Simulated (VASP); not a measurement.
Here is a VASP 6.6.1 calculation.

The input INCAR:

```
SYSTEM = B18AsN17
PREC     = Accurate       ! precision mode
ENCUT    = 520            ! plane-wave cutoff, eV
EDIFF    = 1E-7           ! SCF threshold, eV
ISMEAR   = 0              ! smearing method
SIGMA    = 0.01           ! smearing width, eV
LREAL    = Auto         
LASPH    = .TRUE.         ! aspherical terms in the spheres
NELM     = 200            ! most SCF steps
ALGO     = Normal         ! electronic algorithm
ISIF     = 2              ! what is computed and relaxed
LWAVE    = .FALSE.        ! write WAVECAR
LCHARG   = .FALSE.        ! write CHGCAR
ISPIN    = 2              ! spin polarisation
MAGMOM   = 0.04 0.01 0 0 0.01 0.01 0.03 0.01 0.02 0 0.01 0.01 0.02 0.01 0.02 0 0.04 0.03 0.01 -0.01 0 -0.01 -0.01 0 0.01 -0.01 0.01 0 -0.01 0 -0.01 0 -0.01 0 -0.01 0.02 ! initial moments
LORBIT   = 11             ! projections on sites
NUPDOWN  = 1.0            ! fixed moment
GGA      = PE             ! functional
IBRION   = 2              ! ionic algorithm
NSW      = 100            ! ionic steps
EDIFFG   = -0.03          ! ionic threshold
NELECT   = 145.0        
GGA_COMPAT= .FALSE.      
NELMIN   = 4
```

The input KPOINTS:

```
Automatic mesh
0
Gamma
  1 1 1
  0.25 0.25 0.25
```

The input POSCAR:

```
B18AsN17
1.0
    7.4650312800      0.0000000000      0.0000000000
   -3.7325156400      6.4649067300      0.0000000000
    0.0000000000      0.0000000000      6.4954828800
B N As
18 17 1
Direct
    0.1111111100      0.2222222200      0.2500000000
    0.2222222200      0.1111111100      0.7500000000
    0.1111111100      0.5555555600      0.2500000000
    0.2222222200      0.4444444400      0.7500000000
    0.1111111100      0.8888888900      0.2500000000
    0.2222222200      0.7777777800      0.7500000000
    0.4444444400      0.2222222200      0.2500000000
    0.5555555600      0.1111111100      0.7500000000
    0.4444444400      0.5555555600      0.2500000000
    0.5555555600      0.4444444400      0.7500000000
    0.4444444400      0.8888888900      0.2500000000
    0.5555555600      0.7777777800      0.7500000000
    0.7777777800      0.2222222200      0.2500000000
    0.8888888900      0.1111111100      0.7500000000
    0.7777777800      0.5555555600      0.2500000000
    0.8888888900      0.4444444400      0.7500000000
    0.7777777800      0.8888888900      0.2500000000
    0.8888888900      0.7777777800      0.7500000000
    0.1111111100      0.2222222200      0.7500000000
    0.2222222200      0.1111111100      0.2500000000
    0.1111111100      0.5555555600      0.7500000000
    0.2222222200      0.4444444400      0.2500000000
    0.1111111100      0.8888888900      0.7500000000
    0.2222222200      0.7777777800      0.2500000000
    0.4444444400      0.2222222200      0.7500000000
    0.5555555600      0.1111111100      0.2500000000
    0.4444444400      0.5555555600      0.7500000000
    0.4444444400      0.8888888900      0.7500000000
    0.5555555600      0.7777777800      0.2500000000
    0.7777777800      0.2222222200      0.7500000000
    0.8888888900      0.1111111100      0.2500000000
    0.7777777800      0.5555555600      0.7500000000
    0.8888888900      0.4444444400      0.2500000000
    0.7777777800      0.8888888900      0.7500000000
    0.8888888900      0.7777777800      0.2500000000
    0.5555555600      0.4444444400      0.2500000000
```

Potentials or basis: VASP PAW PBE potentials, release 64 (B, N, As).

Command:

```console
$ cat potpaw_PBE.64/B/POTCAR potpaw_PBE.64/N/POTCAR potpaw_PBE.64/As/POTCAR > POTCAR
$ mpirun -np 1 vasp_std > vasp.out
```

Predict the energy gained by relaxing.

292.9 meV/atom.

Step by step:
| step | energy change (eV) | largest force (eV/Å) | pressure (GPa) |
| --- | --- | --- | --- |
| 1 | 0.0000 | 28.0742 | 37.68 |
| 2 | 14.8627 | 10.0659 | 30.37 |
| 3 | 7.5071 | 5.8874 | 32.04 |
| 4 | 4.1678 | 7.7110 | 33.46 |
| 5 | -7.6581 | 8.2666 | 31.18 |
| 6 | -9.1749 | 4.0727 | 31.16 |
| 7 | -9.5185 | 5.2153 | 30.63 |
| 8 | -9.5486 | 4.9661 | 30.68 |
| 9 | -5.8630 | 11.0290 | 33.14 |
| 10 | -10.4818 | 1.0392 | 29.91 |
| 11 | -10.4696 | 1.1935 | 29.75 |
| 12 | -10.5435 | 0.1143 | 29.78 |
| 13 | -10.5441 | 0.0912 | 29.82 |
| 14 | -10.5444 | 0.0254 | 29.81 |

Caveat: the k points lie up to 0.49 Å⁻¹ apart; the cell carries a net charge on a neutralising background, which shifts energy and pressure; the cell is charged against a uniform background, so pressure and absolute levels hang on convention; the total moment is fixed, so each spin has its own Fermi level and the state may be an excited one.
